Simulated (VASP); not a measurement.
Set up this calculation in VASP 6.6.1, as the native input.

```
Task                   : relaxation of the atoms
Functional             : PBE
Potentials or basis    : VASP PAW PBE potentials, release 64 (Zr_sv, O)
Cutoff                 : 520 eV
k mesh                 : 8 × 8 × 6
Occupations            : fermi-dirac, width 0.02 eV
Spin                   : no spin polarisation
Dipole correction      : no
Further INCAR settings : ALGO = Normal; EDIFF = 1e-07; IBRION = 2; EDIFFG = -0.02; NSW = 80
```

The structure of ZrO2 lies in POSCAR:

```
ZrO2
1.0
    3.5961000000      0.0000000000      0.0000000000
    0.0000000000      3.5961000000      0.0000000000
    0.0000000000      0.0000000000      5.0216900000
Zr O
2 4
Direct
    0.0000000000      0.0000000000      0.0000000000
    0.5000000000      0.5000000000      0.5000000000
    0.0000000000      0.5000000000      0.2011907693
    0.0000000000      0.5000000000      0.7011907693
    0.5000000000      0.0000000000      0.2988092307
    0.5000000000      0.0000000000      0.7988092307
```

This cell differs from its parent crystal: z stretched by -3 %.

These files were run (other wordings do the same):

INCAR

```
SYSTEM = ZrO2
PREC = Accurate ; ENCUT = 520
EDIFF = 1E-7 ; ISMEAR = -1
SIGMA = 0.02 ; LREAL = .False.
LASPH = .True. ; NELM = 120
ALGO = Normal ; ISIF = 2
LWAVE = .False. ; LCHARG = .False.
GGA = PE ; IBRION = 2
NSW = 80 ; EDIFFG = -0.02
GGA_COMPAT = .False. ; NELMIN = 4
```

KPOINTS

```
regular mesh
0
Gamma
  8 8 6
  0 0 0
```

Potentials or basis: VASP PAW PBE potentials, release 64 (Zr_sv, O).

Launch:

```bash
$ cat potpaw_PBE.64/Zr_sv/POTCAR potpaw_PBE.64/O/POTCAR > POTCAR
$ mpirun -np 1 vasp_std > vasp.out
```

Results of the run:

```yaml
Energy_gained_by_relaxing: 4.1 meV/atom
Ionic_steps: 4
Pressure_after_relaxing: 11.5 GPa
Largest_force_after_relaxing: 0.006 eV/Å
Band_gap_on_the_k_mesh: 3.72 eV (least direct gap 3.79 eV)
```

Caveat: the cell differs from its parent crystal (z stretched by -3 %).

Run time: 3.9 min on 1 thread of Intel(R) Xeon(R) Platinum 8259CL CPU @ 2.50GHz (Skylake/Cascade Lake) (shared host), peak memory 0.23 GiB.
